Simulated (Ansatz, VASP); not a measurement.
**Two plane-wave programs on Sr3Ca**

File INCAR:

```
PREC = Accurate ; ENCUT = 520
EDIFF = 1E-6 ; ISMEAR = 1
SIGMA = 0.025 ; LREAL = False
LASPH = True ; NELM = 100
ALGO = Normal ; ISIF = 2
LWAVE = False ; LCHARG = True
GGA = CA ; LELF = True
LVHAR = True ; NBANDS = 28
```

The input KPOINTS:

```
Automatic mesh
0
Gamma
  6 6 6
```

POSCAR

```
Sr3Ca
1.0
   -2.9927190000      2.9927190000      5.9567060000
    2.9927190000     -2.9927190000      5.9567060000
    2.9927190000      2.9927190000     -5.9567060000
Sr Ca
3 1
Direct
    0.7500000000      0.2500000000      0.5000000000
    0.2500000000      0.7500000000      0.5000000000
    0.5000000000      0.5000000000      0.0000000000
    0.0000000000      0.0000000000      0.0000000000
```

Input for Ansatz:

```yaml
crystal:
  lattice:
    - [-2.992719, 2.992719, 5.956706]
    - [2.992719, -2.992719, 5.956706]
    - [2.992719, 2.992719, -5.956706]
  atoms:
    - { symbol: Sr, position: [0.75, 0.25, 0.5] }
    - { symbol: Sr, position: [0.25, 0.75, 0.5] }
    - { symbol: Sr, position: [0.5, 0.5, 0.0] }
    - { symbol: Ca, position: [0.0, 0.0, 0.0] }
basis:
  ecutwfc: 470.0
kpoints:
  mp_grid:
    grid: [6, 6, 6]
hamiltonian:
  xc: lda
  pseudopotentials:
    kind: paw
scf:
  convergence:
    dr2_threshold: 1.0e-10
  occupations:
    method: cold
    width: 0.025
output:
  stress: true
```

Alike in both runs: task single point; functional LDA; k mesh 6 × 6 × 6; no spin polarisation.

|  | VASP | Ansatz |
| --- | --- | --- |
| version | VASP 6.6.1 | Ansatz 0.2.0 |
| potentials or method | VASP PAW LDA potentials, release 64 (Sr_sv, Ca_sv), cutoff 520 eV | plane waves, PAW |
| occupations | methfessel-paxton of order 1, width 0.025 eV | cold, width 0.025 eV |
| valence electrons in the cell | 40 | 40 |

|  | VASP | Ansatz | Ansatz less VASP |
| --- | --- | --- | --- |
| pressure (GPa) | -1.8 | -1.8 | 0.00 |

LDA's correlation is that of Perdew and Zunger in VASP and of Perdew and Wang (1992) in Ansatz.
